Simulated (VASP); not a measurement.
# Fe (Fm-3m) in VASP: further runs, part 2 of 2

VASP 6.6.1. Earlier steps stand in the parts before.

## Step 3: Single point, PBE, collinear spin, ferromagnetic start

Contents of INCAR:

```
SYSTEM = Fe
  PREC = Accurate
  ENCUT = 520
  EDIFF = 1E-7
  ISMEAR = 0
  SIGMA = 0.1
  LREAL = .FALSE.
  LASPH = .TRUE.
  NELM = 150
  ALGO = Normal
  ISIF = 2
  LWAVE = .FALSE.
  LCHARG = .FALSE.
  ISPIN = 2
  MAGMOM = 4 4
  LORBIT = 11
  LMAXMIX = 4
  GGA = PE
  ISYM = 0
  NBANDS = 19
```

Contents of KPOINTS:

```
regular mesh
0
G
  6 12 12
  0 0 0
```

Contents of POSCAR:

```
Fe
1.0
    0.0000000000      3.5570000000      3.5570000000
    1.7785000000      0.0000000000      1.7785000000
    1.7785000000      1.7785000000      0.0000000000
Fe
2
Direct
    0.0000000000      0.0000000000      0.0000000000
    0.5000000000      0.0000000000      0.0000000000
```

Potentials or basis: VASP PAW PBE potentials, release 64 (Fe).

Run with:

```sh
$ cat potpaw_PBE.64/Fe/POTCAR > POTCAR
$ mpirun -np 1 vasp_std > vasp.out
```

Run time: 13 min. Hardware: 1 thread of Intel Xeon 8259CL, shared host; peak memory 0.36 GiB.

Results (log left out):

- Free energy: -16.1284 eV
- Pressure: 7.8 GPa
- Net moment: 4.62 μB per cell
- Site moments: Fe +2.30 μB
- Valence electrons inside the program's atomic spheres: Fe 7.29

Levels at points of the mesh, in eV from the Fermi level:
Spin up:
```tsv
k point	band 6	band 7	band 8	band 9	band 10	band 11	band 12	band 13	band 14	band 15
(0.00, 0.00, 0.00)	-2.32	-2.32	-1.24	-1.24	-0.21	-0.21	-0.05	6.76	21.04	22.44
(0.50, 0.00, 0.00)	-2.16	-2.16	-2.16	-1.05	-1.05	-1.05	-1.05	14.83	14.83	22.71
(0.00, 0.50, 0.00)	-0.37	-0.21	-0.21	-0.05	0.11	0.11	2.73	6.76	10.05	14.86
(0.00, 0.00, 0.50)	-0.37	-0.21	-0.21	-0.05	0.11	0.11	2.73	6.76	10.05	14.86
(0.00, 0.50, 0.50)	-0.37	-0.21	-0.21	-0.05	0.11	0.11	2.73	6.76	10.05	14.86
(0.50, 0.50, 0.00)	-2.24	-1.48	-1.48	-0.13	-0.13	2.86	2.86	9.13	9.13	14.90
(0.50, 0.00, 0.50)	-2.24	-1.48	-1.48	-0.13	-0.13	2.86	2.86	9.13	9.13	14.90
(0.50, 0.50, 0.50)	-2.24	-1.48	-1.48	-0.13	-0.13	2.86	2.86	9.13	9.13	14.90
```
Spin down:
```csv
k point,band 4,band 5,band 6,band 7,band 8,band 9
"(0.00, 0.00, 0.00)",-0.25,-0.25,-0.22,-0.22,0.10,1.49
"(0.50, 0.00, 0.00)",-0.93,0.07,0.07,0.07,0.07,1.53
"(0.00, 0.50, 0.00)",-0.22,-0.22,0.10,2.35,2.35,2.48
"(0.00, 0.00, 0.50)",-0.22,-0.22,0.10,2.35,2.35,2.48
"(0.00, 0.50, 0.50)",-0.22,-0.22,0.10,2.35,2.35,2.48
"(0.50, 0.50, 0.00)",-2.00,-0.53,-0.53,0.97,0.97,2.42
"(0.50, 0.00, 0.50)",-2.00,-0.53,-0.53,0.97,0.97,2.42
"(0.50, 0.50, 0.50)",-2.00,-0.53,-0.53,0.97,0.97,2.42
```

Caveat: the cell stands under pressure.

## Step 4: Single point, PBE, collinear spin, ferromagnetic start

Contents of INCAR:

```
PREC = Accurate ; ENCUT = 520
EDIFF = 1E-7 ; ISMEAR = 0
SIGMA = 0.1 ; LREAL = F
LASPH = T ; NELM = 150
ALGO = Normal ; ISIF = 2
LWAVE = F ; LCHARG = F
ISPIN = 2 ; MAGMOM = 4 4
LORBIT = 11 ; LMAXMIX = 4
GGA = PE ; ISYM = 0
NBANDS = 19
```

Contents of KPOINTS:

```
Automatic mesh
0
Gamma
  6 12 12
```

POSCAR is that of step 3.

Potentials or basis: VASP PAW PBE potentials, release 64 (Fe).

Run with:

```sh
$ cat potpaw_PBE.64/Fe/POTCAR > POTCAR
$ mpirun -np 1 vasp_std > vasp.out
```

OUTCAR:

```text
PREC = Accurate
   ENCUT = 520
   EDIFF = 1E-7
   ISMEAR = 0
   LREAL = F
   LASPH = T
   NELM = 150
   ISIF = 2
   ISPIN = 2
   LORBIT = 11
   GGA = PE
   ISYM = 0

 ion  position               nearest neighbor table
   1  0.000  0.000  0.000-   2 2.52   2 2.52   2 2.52   2 2.52   2 2.52   2 2.52
   2  0.500  0.000  0.000-   1 2.52   1 2.52   1 2.52   1 2.52   1 2.52   1 2.52

IMPORTANT INFORMATION: All symmetrisations will be switched off!
NOSYMM: (Re-)initialisation of all symmetry stuff for point group C_1.

----------------------------------------------------------------------------------------

                                     Primitive cell

  volume of cell :      22.5020

  direct lattice vectors                    reciprocal lattice vectors
     0.000000000  3.557000000  3.557000000    -0.140567894  0.140567894  0.140567894
     1.778500000  0.000000000  1.778500000     0.281135789 -0.281135789  0.281135789
     1.778500000  1.778500000  0.000000000     0.281135789  0.281135789 -0.281135789

  length of vectors
[... 1217 lines left out ...]
     19      32.5220      0.00000

 [... further k-points ...]

------------------------ aborting loop because EDIFF is reached ----------------------------------------

  FORCE on cell =-STRESS in cart. coord.  units (eV):
  Direction    XX          YY          ZZ          XY          YZ          ZX
  --------------------------------------------------------------------------------------
  -------------------------------------------------------------------------------------
  Total        1.1007340      1.1007480      1.1013186     -0.0000097      0.0000287     -0.0000101
  in kB       78.3738834     78.3748798     78.4155039     -0.0006894      0.0020407     -0.0007157
  external PRESSURE =      78.3880890 kB  Pullay stress =       0.0000000 kB

 VOLUME and BASIS-vectors are now :
 -----------------------------------------------------------------------------
  energy-cutoff  :      520.00
  volume of cell :       22.50
      direct lattice vectors                 reciprocal lattice vectors
     0.000000000  3.557000000  3.557000000    -0.140567894  0.140567894  0.140567894
     1.778500000  0.000000000  1.778500000     0.281135789 -0.281135789  0.281135789
     1.778500000  1.778500000  0.000000000     0.281135789  0.281135789 -0.281135789

 POSITION                                       TOTAL-FORCE (eV/Angst)
 -----------------------------------------------------------------------------------
      0.00000      0.00000      0.00000        -0.000000     -0.000000      0.000000
      0.00000      1.77850      1.77850         0.000000      0.000000     -0.000000
 -----------------------------------------------------------------------------------
    total drift:                               -0.000000     -0.000000      0.000000

  FREE ENERGIE OF THE ION-ELECTRON SYSTEM (eV)
  ---------------------------------------------------
  free  energy   TOTEN  =       -16.1284487656 eV

  energy  without entropy=      -16.1098982633  energy(sigma->0) =      -16.11917351

 total charge

# of ion       s       p       d       tot
------------------------------------------
    1        0.498   0.549   6.244   7.291
    2        0.498   0.549   6.244   7.291
--------------------------------------------------
tot          0.996   1.097  12.488  14.582

 magnetization (x)

# of ion       s       p       d       tot
------------------------------------------
    1       -0.018  -0.045   2.360   2.298
    2       -0.018  -0.045   2.360   2.297
--------------------------------------------------
tot         -0.036  -0.090   4.721   4.595
```

OSZICAR:

```text
N       E                     dE             d eps       ncg     rms          rms(c)
DAV:   1     0.783803419474E+02    0.78380E+02   -0.78032E+03 35888   0.115E+03
DAV:   2    -0.135816793129E+02   -0.91962E+02   -0.82037E+02 33400   0.202E+02
DAV:   3    -0.170329862220E+02   -0.34513E+01   -0.33409E+01 36447   0.505E+01
DAV:   4    -0.170603359001E+02   -0.27350E-01   -0.27338E-01 36933   0.421E+00
DAV:   5    -0.170606386775E+02   -0.30278E-03   -0.30277E-03 36985   0.409E-01    0.175E+01
DAV:   6    -0.162009406599E+02    0.85970E+00   -0.55204E+00 35866   0.483E+01    0.644E+00
DAV:   7    -0.161595071200E+02    0.41434E-01   -0.48501E-01 39093   0.114E+01    0.474E+00
DAV:   8    -0.161432485730E+02    0.16259E-01   -0.12775E-02 42513   0.103E+00    0.182E+00
DAV:   9    -0.161284706575E+02    0.14778E-01   -0.29478E-03 49099   0.109E+00    0.358E-01
DAV:  10    -0.161287213314E+02   -0.25067E-03   -0.37005E-03 46681   0.818E-01    0.270E-01
DAV:  11    -0.161283982266E+02    0.32310E-03   -0.24999E-03 45473   0.668E-01    0.716E-02
DAV:  12    -0.161284032548E+02   -0.50282E-05   -0.64480E-05 44508   0.106E-01    0.322E-02
DAV:  13    -0.161284273262E+02   -0.24071E-04   -0.10594E-05 45574   0.382E-02    0.546E-02
DAV:  14    -0.161284297190E+02   -0.23928E-05   -0.12226E-06 45298   0.150E-02    0.489E-02
DAV:  15    -0.161284327364E+02   -0.30175E-05   -0.21109E-06 42384   0.252E-02    0.342E-02
DAV:  16    -0.161284469400E+02   -0.14204E-04   -0.19747E-05 47883   0.821E-02    0.113E-02
DAV:  17    -0.161284487483E+02   -0.18083E-05   -0.76655E-06 50376   0.433E-02    0.155E-03
DAV:  18    -0.161284487656E+02   -0.17241E-07   -0.21238E-07 30538   0.447E-03
   1 F= -.16128449E+02 E0= -.16119174E+02  d E =-.185505E-01  mag=     4.6186
```

It took 8 min on 1 thread of Intel Xeon 8259CL, shared host; peak memory 0.36 GiB.

What came out:

```yaml
Free_energy: -16.1284 eV
Pressure: 7.8 GPa
Net_moment: 4.62 μB per cell
Site_moments: Fe +2.30 μB
Valence_electrons_inside_the_program's_atomic_spheres: Fe 7.29
```

Caveat: the cell stands under pressure.
